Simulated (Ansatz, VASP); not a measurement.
# Two plane-wave programs on Mo16N

```
Mo N
1.0
     6.30000    0.00000    0.00000
     0.00000    6.30000    0.00000
     0.00000    0.00000    6.30000
Mo N
16 1
Direct
  0.99465 0.99815 0.99977
  0.49117 0.99817 0.99978
  0.99466 0.50164 0.99977
  0.98341 0.00939 0.49977
  0.24291 0.24990 0.25315
  0.49117 0.50163 0.99978
  0.50239 0.00939 0.49977
  0.74293 0.24990 0.24434
  0.98341 0.49042 0.49977
  0.24289 0.74991 0.29739
  0.24291 0.24991 0.74640
  0.50240 0.49040 0.49977
  0.74292 0.74990 0.25314
  0.74293 0.24990 0.75521
  0.24294 0.74991 0.70215
  0.74294 0.74990 0.74641
  0.24298 0.74991 0.99978
```

Alike in both runs: functional PBE; k mesh 3 × 3 × 3; occupations fermi-dirac, width 0.15 eV; no spin polarisation.

Ansatz relaxed the structure, and its values are those at the end. VASP's run is a single point on that final structure, the one shown.

```csv
,VASP,Ansatz
version,VASP 6.6.1,Ansatz 0.2.0
potentials or method,"VASP PAW PBE potentials, release 64 (Mo_sv, N), cutoff 520 eV","scalar-relativistic, plane waves, PAW"
valence electrons in the cell,229,229
```

|  | VASP | Ansatz | Ansatz less VASP |
| --- | --- | --- | --- |
| rms of the force components (eV/Å) | 0.012 | 0.008 | -0.0042 |
